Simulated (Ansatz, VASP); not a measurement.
**One calculation of LiNbO3, two programs**

```
Li Nb O
1.0
     3.95612    0.00000    0.00000
     0.00000    3.95612    0.00000
     0.00000    0.00000    3.95612
Li Nb O
1 1 3
Cartesian
  0.0000 0.0000 0.0000
  1.9781 1.9781 1.9781
  1.9781 1.9781 0.0000
  1.9781 0.0000 1.9781
  0.0000 1.9781 1.9781
```

Alike in both runs: functional PBE; k mesh 8 × 8 × 8; occupations gaussian, width 0.02 eV; no spin polarisation.

Ansatz relaxed the structure, and its values are those at the end. VASP's run is a single point on that final structure, the one shown.

```csv
,VASP,Ansatz
version,VASP 6.6.1,Ansatz 0.2.0
potentials or method,"VASP PAW PBE potentials, release 64 (Li_sv, Nb_sv, O), cutoff 520 eV","scalar-relativistic, plane waves, PAW"
valence electrons in the cell,34,34
```

|  | VASP | Ansatz | Ansatz less VASP |
| --- | --- | --- | --- |
| gap on the k mesh at the Fermi level (eV) | 1.68 | 1.70 | +0.020 |
| least direct gap on the mesh (eV) | 2.48 | 2.49 | +0.010 |

Noted on VASP's run: the cutoff is under 1.25 times that of the potentials, so the pressure is a little rough.
